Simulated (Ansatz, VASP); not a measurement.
One calculation of Al3Au, two programs

File INCAR:

```
  PREC = Accurate
  ENCUT = 520
  EDIFF = 1E-6
  ISMEAR = -1
  SIGMA = 0.05
  LREAL = False
  LASPH = True
  NELM = 60
  ALGO = Fast
  ISIF = 2
  LWAVE = False
  LCHARG = False
  GGA = PE
  NBANDS = 18
```

KPOINTS

```
regular mesh
0
Gamma
  8 8 8
```

The input POSCAR:

```
Al3Au
1.0
   -1.9848263400      1.9848263400      4.0566000000
    1.9848263400     -1.9848263400      4.0566000000
    1.9848263400      1.9848263400     -4.0566000000
Au Al
1 3
Direct
    0.0000000000      0.0000000000      0.0000000000
    0.5000000000      0.5000000000      0.0000000000
    0.2500000000      0.7500000000      0.5000000000
    0.7500000000      0.2500000000      0.5000000000
```

The input input.yaml:

```yaml
crystal:
  lattice:
    - [-1.98482634, 1.98482634, 4.0566]
    - [1.98482634, -1.98482634, 4.0566]
    - [1.98482634, 1.98482634, -4.0566]
  atoms:
    - { symbol: Au, position: [0.0, 0.0, 0.0] }
    - { symbol: Al, position: [0.5, 0.5, 0.0] }
    - { symbol: Al, position: [0.25, 0.75, 0.5] }
    - { symbol: Al, position: [0.75, 0.25, 0.5] }
hamiltonian:
  xc: pbe
  pseudopotentials: { kind: paw }
kpoints:
  mp_grid: { grid: [8, 8, 8] }
scf:
  occupations: { method: fermi_dirac, width: 0.05 }
output:
  forces: true
  stress: true
  eigenvalues: true
  write_density: true
  write_potential: true
  elf: true
  volumetric_format: npy
```

Alike in both runs: task single point; functional PBE; k mesh 8 × 8 × 8; occupations fermi-dirac, width 0.05 eV; no spin polarisation.

|  | VASP | Ansatz |
| --- | --- | --- |
| version | VASP 6.6.1 | Ansatz 0.2.0 |
| potentials or method | VASP PAW PBE potentials, release 64 (Au, Al) | Ansatz PAW |
| plane-wave cutoff (eV) | 520 | 420 |
| valence electrons in the cell | 20 | 28 |

VASP gave:

| Item | Value |
| --- | --- |
| gap on the k mesh at the Fermi level (eV) | none |
| pressure (GPa) | 4.5 |
| traceless stress, the component that is largest in VASP (GPa) | -1.40 |

Task: Estimate Ansatz's values.

Result: gap on the k mesh at the Fermi level (eV): none; pressure (GPa): 4.6; traceless stress, the component that is largest in VASP (GPa): -1.41.

A gap of «none» marks a metal or a gap that the smearing closes. VASP's potentials hold 20 valence electrons a cell and Ansatz's 28, so a difference there can come from the potentials and not from the codes.

Neither program's run includes spin-orbit coupling.
